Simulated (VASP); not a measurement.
# MgO in VASP: notebook, part 2 of 2

VASP 6.6.1.

## 4. Single point, PBEsol

This run uses another cell than the first one, of 9.36 Å³/atom, 1.007 times its volume.

INCAR

```
ALGO = Normal
EDIFF = 1E-6
ENCUT = 520
GGA = PS
ISIF = 2
ISMEAR = -1
LASPH = True
LCHARG = False
LREAL = False
LWAVE = False
NBANDS = 11
NELM = 60
PREC = Accurate
SIGMA = 0.08
```

KPOINTS

```
k-points
0
Gamma
  14 14 14
```

POSCAR

```
MgO
1.0
    2.1071397563      2.1071397563      0.0000000000
   -2.1071397563      2.1071397563      0.0000000000
    0.0000000000      2.1071397563      2.1071397563
Mg O
1 1
Direct
    0.0000000000      0.0000000000      0.0000000000
    0.5000000000      0.5000000000      0.0000000000
```

Run with:

```bash
cat potpaw_PBE.64/Mg/POTCAR potpaw_PBE.64/O/POTCAR > POTCAR
mpirun -np 1 vasp_std > vasp.out
```

It took 12 s on 1 thread of AMD EPYC 9R45 (Zen 5), shared host; peak memory 0.12 GiB.

The run converged. Its results:

- Free energy: -12.5124 eV
- Pressure: -0.5 GPa
- Band gap on the k mesh: 4.62 eV, direct

Levels at points of the mesh, in eV from the valence-band top:
| k point | band 2 | band 3 | band 4 | band 5 | band 6 | band 7 |
| --- | --- | --- | --- | --- | --- | --- |
| (0.00, 0.00, 0.00) | 0.00 | 0.00 | 0.00 | 4.62 | 15.62 | 15.62 |
| (0.50, 0.00, 0.00) | -4.67 | -0.66 | -0.66 | 7.73 | 12.49 | 16.16 |
| (0.50, 0.50, 0.00) | -4.14 | -1.36 | -1.36 | 8.92 | 9.86 | 12.96 |

Caveat: the PAW data sets were made with another functional, which shifts forces and pressure a little.

## 5. Single point, PBEsol (in-plane strain +0.005, then relaxed in part)

INCAR

```
ALGO = Normal
EDIFF = 1E-6
ENCUT = 520
GGA = PS
ISIF = 2
ISMEAR = 0
LASPH = True
LCHARG = False
LREAL = False
LWAVE = False
NBANDS = 11
NELM = 100
PREC = Accurate
SIGMA = 0.01
```

KPOINTS

```
k-points
0
Gamma
  10 10 10
```

POSCAR

```
MgO
1.0
    2.1176754551      2.1176754551      0.0000000000
   -2.1176754551      2.1176754551      0.0000000000
    0.0000000000      2.1176754551      2.1008183371
Mg O
1 1
Direct
    0.0000000000      0.0000000000      0.0000000000
    0.5000000000      0.5000000000      0.0000000000
```

Potentials or basis: VASP PAW PBE potentials, release 64 (Mg, O).

Run with:

```bash
cat potpaw_PBE.64/Mg/POTCAR potpaw_PBE.64/O/POTCAR > POTCAR
mpirun -np 1 vasp_std > vasp.out
```

OUTCAR:

```text
EDIFF = 1E-6
   ENCUT = 520
   GGA = PS
   ISIF = 2
   ISMEAR = 0
   LASPH = True
   LREAL = False
   NELM = 100
   PREC = Accurate

 ion  position               nearest neighbor table
   1  0.000  0.000  0.000-   2 2.10   2 2.10   2 2.12   2 2.12   2 2.12   2 2.12
   2  0.500  0.500  0.000-   1 2.10   1 2.10   1 2.12   1 2.12   1 2.12   1 2.12

  LATTYP: Found a body centered tetragonal cell.
 ALAT       =     2.9948453493
 C/A-ratio  =     1.4029561410

  Lattice vectors:

 A1 = (   2.1176754551,   0.0000000000,  -2.1008183371)
[... 514 lines left out ...]
      6      14.8807      0.00000
      7      15.4060      0.00000
      8      20.5999      0.00000
      9      21.4237      0.00000
     10      26.7558      0.00000
     11      30.0481      0.00000

 [... further k-points ...]
[... 5 lines left out ...]
  --------------------------------------------------------------------------------------
  -------------------------------------------------------------------------------------
  Total       -0.2507008     -0.2507008     -0.0639483      0.0000000      0.0000000      0.0000000
  in kB      -21.3171443    -21.3171443     -5.4375384      0.0000000      0.0000000      0.0000000
  external PRESSURE =     -16.0239423 kB  Pullay stress =       0.0000000 kB

 VOLUME and BASIS-vectors are now :
 -----------------------------------------------------------------------------
  energy-cutoff  :      520.00
  volume of cell :       18.84
      direct lattice vectors                 reciprocal lattice vectors
     2.117675455  2.117675455  0.000000000     0.236107945  0.236107945 -0.238002492
    -2.117675455  2.117675455  0.000000000    -0.236107945  0.236107945 -0.238002492
     0.000000000  2.117675455  2.100818337     0.000000000  0.000000000  0.476004985

 POSITION                                       TOTAL-FORCE (eV/Angst)
 -----------------------------------------------------------------------------------
      0.00000      0.00000      0.00000         0.000000      0.000000      0.000000
      0.00000      2.11768      0.00000        -0.000000     -0.000000      0.000000
 -----------------------------------------------------------------------------------
    total drift:                                0.000000     -0.000000     -0.000000

  FREE ENERGIE OF THE ION-ELECTRON SYSTEM (eV)
  ---------------------------------------------------
  free  energy   TOTEN  =       -12.5112510420 eV

  energy  without entropy=      -12.5112510420  energy(sigma->0) =      -12.51125104
```

Wall time 12 s (1 thread of AMD EPYC 9R45 (Zen 5), shared host); peak memory 0.12 GiB.

Results:

```yaml
Free_energy: -12.5113 eV
Pressure: -1.6 GPa
Band_gap_on_the_k_mesh: 4.55 eV, direct
```

Levels at points of the mesh, in eV from the valence-band top:
| k point | band 1 | band 2 | band 3 | band 4 | band 5 | band 6 | band 7 | band 8 | band 9 |
| --- | --- | --- | --- | --- | --- | --- | --- | --- | --- |
| (0.00, 0.00, 0.00) | -17.17 | -0.02 | 0.00 | 0.00 | 4.55 | 15.55 | 15.55 | 15.64 | 19.40 |
| (0.50, 0.00, 0.00) | -15.87 | -4.65 | -0.67 | -0.65 | 7.68 | 12.40 | 15.99 | 16.18 | 20.63 |
| (0.50, 0.50, 0.00) | -15.62 | -4.13 | -1.37 | -1.32 | 8.93 | 9.78 | 12.84 | 18.66 | 18.82 |
| (0.00, 0.00, 0.50) | -15.60 | -4.10 | -1.38 | -1.38 | 8.85 | 9.77 | 12.95 | 18.65 | 18.65 |

Caveat: the cell differs from its parent crystal (in-plane strain +0.005, then relaxed in part); the PAW data sets were made with another functional, which shifts forces and pressure a little.

## 6. Single point, PBEsol (in-plane strain +0.005)

INCAR

```
SYSTEM = MgO
PREC     = Accurate       ! precision mode
ENCUT    = 520            ! plane-wave cutoff, eV
EDIFF    = 1E-6           ! SCF threshold, eV
ISMEAR   = 0              ! smearing method
SIGMA    = 0.01           ! smearing width, eV
LREAL    = .False.        ! projectors in reciprocal space
LASPH    = .True.         ! aspherical terms in the spheres
NELM     = 100            ! most SCF steps
ALGO     = Normal         ! electronic algorithm
ISIF     = 2              ! what is computed and relaxed
LWAVE    = .False.        ! write WAVECAR
LCHARG   = .False.        ! write CHGCAR
GGA      = PS             ! functional
NBANDS   = 11             ! bands
```

KPOINTS

```
Automatic mesh
0
Gamma
  10 10 10
  0 0 0
```

POSCAR is that of step 5.

Potentials or basis: VASP PAW PBE potentials, release 64 (Mg, O).

Run with:

```bash
cat potpaw_PBE.64/Mg/POTCAR potpaw_PBE.64/O/POTCAR > POTCAR
mpirun -np 1 vasp_std > vasp.out
```

It took 12 s on 1 thread of AMD EPYC 9R45 (Zen 5), shared host; peak memory 0.12 GiB.

Results (log left out):

```yaml
Free_energy: -12.5113 eV
Pressure: -1.6 GPa
Band_gap_on_the_k_mesh: 4.55 eV, direct
```

Stress tensor (GPa, compression positive):
```
-2.13  0.00  0.00
 0.00 -2.13  0.00
 0.00  0.00 -0.54
```

Levels at points of the mesh, in eV from the valence-band top:
```
           k point  band 1  band 2  band 3  band 4  band 5  band 6  band 7  band 8
(0.00, 0.00, 0.00)  -17.17   -0.02    0.00    0.00    4.55   15.55   15.55   15.64
(0.50, 0.00, 0.00)  -15.87   -4.65   -0.67   -0.65    7.68   12.40   15.99   16.18
(0.50, 0.50, 0.00)  -15.62   -4.13   -1.37   -1.32    8.93    9.78   12.84   18.66
(0.00, 0.00, 0.50)  -15.60   -4.10   -1.38   -1.38    8.85    9.77   12.95   18.65
```

Caveat: the cell differs from its parent crystal (in-plane strain +0.005); the PAW data sets were made with another functional, which shifts forces and pressure a little.

## 7. Summary

```csv
cell,k mesh,smearing,gap on the mesh (eV),pressure (GPa)
"a = 2.965, b = 2.965, c = 2.977 Å, angles 60.1, 60.1, 90.0°, 2 atoms",10 × 10 × 10,gaussian 0.01 eV,4.68,0.6
"a = 2.980 Å, angles 60.0, 60.0, 90.0°, 2 atoms",14 × 14 × 14,fermi-dirac 0.08 eV,4.62,-0.5
"a = 2.995, b = 2.995, c = 2.983 Å, angles 59.9, 59.9, 90.0°, 2 atoms",10 × 10 × 10,gaussian 0.01 eV,4.55,-1.6
```

Alike in all rows: task single point; level PBEsol; potentials or basis VASP PAW PBE potentials, release 64 (Mg, O); no spin polarisation; cutoff (eV) 520.

Caveats: the PAW data sets were made with another functional, which shifts forces and pressure a little.

Total energies depend on the potentials used, so only differences within one code and one set of settings carry meaning.
